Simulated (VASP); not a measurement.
# OsCl3 (Pm-3m) in VASP: a series of runs, part 2 of 2

VASP 6.6.1. The steps go on from the part before.

### 4 Single point, PBE+U, collinear spin (28.06 Å³/atom)

This run uses another cell than the first one, of 28.06 Å³/atom.

The input, INCAR:

```
SYSTEM = OsCl3
ALGO = Normal
EDIFF = 1E-6
ENCUT = 520
GGA = PE
ISIF = 2
ISMEAR = 0
ISPIN = 2
LASPH = .True.
LCHARG = .False.
LDAU = .True.
LDAUJ = 0 0
LDAUL = 2 -1
LDAUPRINT = 1
LDAUTYPE = 2
LDAUU = 2 0
LMAXMIX = 4
LORBIT = 11
LREAL = .False.
LWAVE = .False.
MAGMOM = 1.87 0.13 0.13 0.14
NBANDS = 26
NELM = 150
PREC = Accurate
SIGMA = 0.05
```

The input, KPOINTS:

```
k-points
0
Gamma
  6 6 6
  0 0 0
```

The input, POSCAR:

```
OsCl3
1.0
    4.8239683882      0.0000000000      0.0000000000
    0.0000000000      4.8239683882      0.0000000000
    0.0000000000      0.0000000000      4.8239683882
Os Cl
1 3
Direct
    0.0000000000      0.0000000000      0.0000000000
    0.5000000000      0.0000000000      0.0000000000
    0.0000000000      0.0000000000      0.5000000000
    0.0000000000      0.5000000000      0.0000000000
```

Run with:

```
$ cat potpaw_PBE.64/Os/POTCAR potpaw_PBE.64/Cl/POTCAR > POTCAR
$ mpirun -np 1 vasp_std > vasp.out
```

It took 3.5 min on 1 thread of Intel Xeon 6975P-C (Granite Rapids), shared host; peak memory 0.35 GiB.

The run converged. Its results:

* Free energy: -14.5164 eV
* Pressure: 0.9 GPa
* Net moment: 3.08 μB per cell
* Site moments: Os +2.75; Cl +0.12 μB
* Valence electrons inside the program's atomic spheres: Os 6.92; Cl 5.09

Levels at points of the mesh, in eV from the Fermi level:
Spin up:
```tsv
k point	band 13	band 14	band 15	band 16	band 17	band 18	band 19	band 20
(0.00, 0.00, 0.00)	-2.80	-2.80	-2.80	-2.39	-2.39	1.35	4.64	7.77
(0.50, 0.00, 0.00)	-2.86	-2.39	-1.51	-1.51	-0.73	6.02	6.70	6.70
(0.00, 0.50, 0.00)	-2.86	-2.39	-1.51	-1.51	-0.73	6.02	6.70	6.70
(0.50, 0.50, 0.00)	-1.70	-1.50	-1.50	-1.36	3.18	7.20	7.20	7.20
(0.50, 0.00, 0.50)	-1.70	-1.50	-1.50	-1.36	3.18	7.20	7.20	7.20
(0.50, 0.50, 0.50)	-1.34	-1.34	-1.34	3.18	3.18	5.47	6.07	6.07
```
Spin down:
| k point | band 11 | band 12 | band 13 | band 14 | band 15 | band 16 |
| --- | --- | --- | --- | --- | --- | --- |
| (0.00, 0.00, 0.00) | -2.62 | -2.62 | -1.35 | -1.35 | -1.35 | -0.04 |
| (0.50, 0.00, 0.00) | -2.66 | -2.66 | -1.33 | -0.03 | 0.37 | 0.37 |
| (0.00, 0.50, 0.00) | -2.66 | -2.66 | -1.33 | -0.03 | 0.37 | 0.37 |
| (0.50, 0.50, 0.00) | -3.24 | -1.89 | 0.37 | 0.37 | 0.39 | 0.89 |
| (0.50, 0.00, 0.50) | -3.24 | -1.89 | 0.37 | 0.37 | 0.39 | 0.89 |
| (0.50, 0.50, 0.50) | -1.88 | -1.88 | 0.91 | 0.91 | 0.91 | 4.80 |

Eigenvalues of the final occupation matrices:
| site | spin | trace | eigenvalues |
| --- | --- | --- | --- |
| site 1 d | 1 | 4.37 | 0.74 0.74 0.96 0.96 0.96 |
| site 1 d | 2 | 1.69 | 0.29 0.29 0.37 0.37 0.37 |

Caveat: spin-orbit coupling is left out, which moves the levels of the heavy elements.

### 5 Single point, PBE+U, collinear spin (29.94 Å³/atom)

This run uses another cell than the first one, of 29.94 Å³/atom.

The input, INCAR:

```
PREC     = Accurate       # precision mode
ENCUT    = 520            # plane-wave cutoff, eV
EDIFF    = 1E-6           # SCF threshold, eV
ISMEAR   = 0              # smearing method
SIGMA    = 0.05           # smearing width, eV
LREAL    = F              # projectors in reciprocal space
LASPH    = T              # aspherical terms in the spheres
NELM     = 150            # most SCF steps
ALGO     = Normal         # electronic algorithm
ISIF     = 2              # what is computed and relaxed
LWAVE    = F              # write WAVECAR
LCHARG   = F              # write CHGCAR
ISPIN    = 2              # spin polarisation
MAGMOM   = 2.29 0.14 0.14 0.16 # initial moments
LORBIT   = 11             # projections on sites
LMAXMIX  = 4              # l up to which the mixer works
LDAU     = T              # DFT+U
LDAUTYPE = 2            
LDAUL    = 2 -1           # shell
LDAUU    = 2 0            # U, eV
LDAUJ    = 0 0          
LDAUPRINT= 1            
GGA      = PE             # functional
NBANDS   = 26             # bands
```

The input, KPOINTS:

```
Automatic mesh
0
Gamma
  6 6 6
```

The input, POSCAR:

```
OsCl3
1.0
    4.9289017405      0.0000000000      0.0000000000
    0.0000000000      4.9289017405      0.0000000000
    0.0000000000      0.0000000000      4.9289017405
Os Cl
1 3
Direct
    0.0000000000      0.0000000000      0.0000000000
    0.5000000000      0.0000000000      0.0000000000
    0.0000000000      0.0000000000      0.5000000000
    0.0000000000      0.5000000000      0.0000000000
```

Potentials or basis: VASP PAW PBE potentials, release 64 (Os, Cl).

Run with:

```
$ cat potpaw_PBE.64/Os/POTCAR potpaw_PBE.64/Cl/POTCAR > POTCAR
$ mpirun -np 1 vasp_std > vasp.out
```

OUTCAR:

```text
PREC = Accurate
   ENCUT = 520
   EDIFF = 1E-6
   ISMEAR = 0
   LREAL = F
   LASPH = T
   NELM = 150
   ISIF = 2
   ISPIN = 2
   LORBIT = 11
   GGA = PE

 ion  position               nearest neighbor table
   1  0.000  0.000  0.000-   2 2.46   3 2.46   4 2.46   3 2.46   4 2.46   2 2.46
   2  0.500  0.000  0.000-   1 2.46   1 2.46
   3  0.000  0.000  0.500-   1 2.46   1 2.46
   4  0.000  0.500  0.000-   1 2.46   1 2.46

  LATTYP: Found a simple cubic cell.
 ALAT       =     4.9289017405
[... 1656 lines left out ...]
  energy-cutoff  :      520.00
  volume of cell :      119.74
      direct lattice vectors                 reciprocal lattice vectors
     4.928901740  0.000000000  0.000000000     0.202884953  0.000000000  0.000000000
     0.000000000  4.928901740  0.000000000     0.000000000  0.202884953  0.000000000
     0.000000000  0.000000000  4.928901740     0.000000000  0.000000000  0.202884953

 POSITION                                       TOTAL-FORCE (eV/Angst)
 -----------------------------------------------------------------------------------
      0.00000      0.00000      0.00000         0.000000      0.000000      0.000000
      2.46445      0.00000      0.00000         0.000000      0.000000      0.000000
      0.00000      0.00000      2.46445         0.000000      0.000000      0.000000
      0.00000      2.46445      0.00000         0.000000      0.000000      0.000000
 -----------------------------------------------------------------------------------
    total drift:                                0.000000      0.000000     -0.000000

  FREE ENERGIE OF THE ION-ELECTRON SYSTEM (eV)
  ---------------------------------------------------
  free  energy   TOTEN  =       -14.5097783726 eV

  energy  without entropy=      -14.5082735558  energy(sigma->0) =      -14.50902596

 total charge

# of ion       s       p       d       tot
------------------------------------------
    1        0.447   0.415   5.889   6.751
    2        1.600   3.481   0.000   5.081
    3        1.600   3.481   0.000   5.081
    4        1.600   3.481   0.000   5.081
--------------------------------------------------
tot          5.246  10.859   5.889  21.993

 magnetization (x)

# of ion       s       p       d       tot
------------------------------------------
    1        0.082   0.038   3.011   3.130
    2        0.019   0.110   0.000   0.129
    3        0.019   0.110   0.000   0.129
    4        0.019   0.110   0.000   0.129
--------------------------------------------------
tot          0.139   0.368   3.011   3.518
```

OSZICAR:

```text
N       E                     dE             d eps       ncg     rms          rms(c)
DAV:   1     0.200424753525E+03    0.20042E+03   -0.11881E+04  4168   0.922E+02
DAV:   2     0.332772689815E+01   -0.19710E+03   -0.18156E+03  4994   0.235E+02
DAV:   3    -0.156334394825E+02   -0.18961E+02   -0.18580E+02  5368   0.704E+01
DAV:   4    -0.159411934436E+02   -0.30775E+00   -0.30709E+00  5430   0.105E+01
DAV:   5    -0.159481505156E+02   -0.69571E-02   -0.69532E-02  5478   0.155E+00    0.204E+01
DAV:   6    -0.144143280791E+02    0.15338E+01   -0.55187E+00  5308   0.147E+01    0.948E+00
DAV:   7    -0.144924230843E+02   -0.78095E-01   -0.44765E-01  4572   0.358E+00    0.585E+00
DAV:   8    -0.145069355699E+02   -0.14512E-01   -0.52044E-02  4870   0.161E+00    0.246E+00
DAV:   9    -0.145090221751E+02   -0.20866E-02   -0.12120E-02  4770   0.832E-01    0.538E-01
DAV:  10    -0.145097102739E+02   -0.68810E-03   -0.23852E-03  4790   0.302E-01    0.275E-01
DAV:  11    -0.145097061062E+02    0.41677E-05   -0.31372E-04  5198   0.155E-01    0.159E-01
DAV:  12    -0.145097619515E+02   -0.55845E-04   -0.11200E-04  4798   0.792E-02    0.593E-02
DAV:  13    -0.145097774147E+02   -0.15463E-04   -0.18612E-05  4724   0.370E-02    0.252E-02
DAV:  14    -0.145097789751E+02   -0.15604E-05   -0.94767E-06  4432   0.174E-02    0.129E-02
DAV:  15    -0.145097783726E+02    0.60246E-06   -0.19781E-06  4466   0.122E-02
   1 F= -.14509778E+02 E0= -.14509026E+02  d E =-.150482E-02  mag=     3.4999
```

Wall time 6.1 min (1 thread of Oxide Virtual Turin-like, shared host); peak memory 0.36 GiB.

Results:

```
Free energy                                           : -14.5098 eV
Pressure                                              : -1.5 GPa
Net moment                                            : 3.50 μB per cell
Site moments                                          : Os +3.13; Cl +0.13 μB
Valence electrons inside the program's atomic spheres : Os 6.75; Cl 5.08
```

Eigenvalues of the final occupation matrices:
```tsv
site	spin	trace	eigenvalues
site 1 d	1	4.49	0.80 0.80 0.96 0.96 0.96
site 1 d	2	1.46	0.23 0.23 0.33 0.33 0.33
```

Caveat: spin-orbit coupling is left out, which moves the levels of the heavy elements.

### 6 The runs side by side

```csv
cell,gap on the mesh (eV),pressure (GPa),moment (μB)
"a = 4.787 Å, 4 atoms",none,2.5,3.08
"a = 4.819 Å, 4 atoms",none,1.1,3.08
"a = 4.824 Å, 4 atoms",none,0.9,3.08
"a = 4.929 Å, 4 atoms",none,-1.5,3.50
```

Alike in all rows: task single point; level PBE+U; potentials or basis VASP PAW PBE potentials, release 64 (Os, Cl); spin collinear; Os d U = 2.0 eV; k mesh 6 × 6 × 6; cutoff (eV) 520; smearing gaussian 0.05 eV.

Caveats: spin-orbit coupling is left out, which moves the levels of the heavy elements.

Absolute energies hang on the potentials; compare differences alone.
